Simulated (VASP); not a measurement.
A run of VASP 6.6.1:

File INCAR:

```
SYSTEM = Rh
PREC = Accurate ; ENCUT = 520
EDIFF = 1E-6 ; ISMEAR = -1
SIGMA = 0.05 ; LREAL = .False.
LASPH = .True. ; NELM = 60
ALGO = Normal ; ISIF = 2
LWAVE = .False. ; LCHARG = .False.
GGA = PE ; NBANDS = 22
```

Contents of KPOINTS:

```
Automatic mesh
0
Gamma
  11 11 6
  0 0 0
```

POSCAR

```
Rh
1.0
    2.7669170982      0.0000000000      0.0000000000
   -1.3834585491      2.3962204973      0.0000000000
    0.0000000000      0.0000000000      4.4867652751
Rh
2
Direct
    0.3333333333      0.6666666667      0.2500000000
    0.6666666667      0.3333333333      0.7500000000
```

Potentials or basis: VASP PAW PBE potentials, release 64 (Rh_pv).

The run is started by

```console
$ cat potpaw_PBE.64/Rh_pv/POTCAR > POTCAR
$ mpirun -np 1 vasp_std > vasp.out
```

Hardware: 1 thread of Intel(R) Xeon(R) Platinum 8488C (Sapphire Rapids), with other jobs on the host.

Question: Estimate the wall time of this run.

Answer: Run time: 21 s on 1 thread of Intel(R) Xeon(R) Platinum 8488C (Sapphire Rapids), on a shared host, peak memory 0.17 GiB. Counts: scf iterations 11, k points 64.
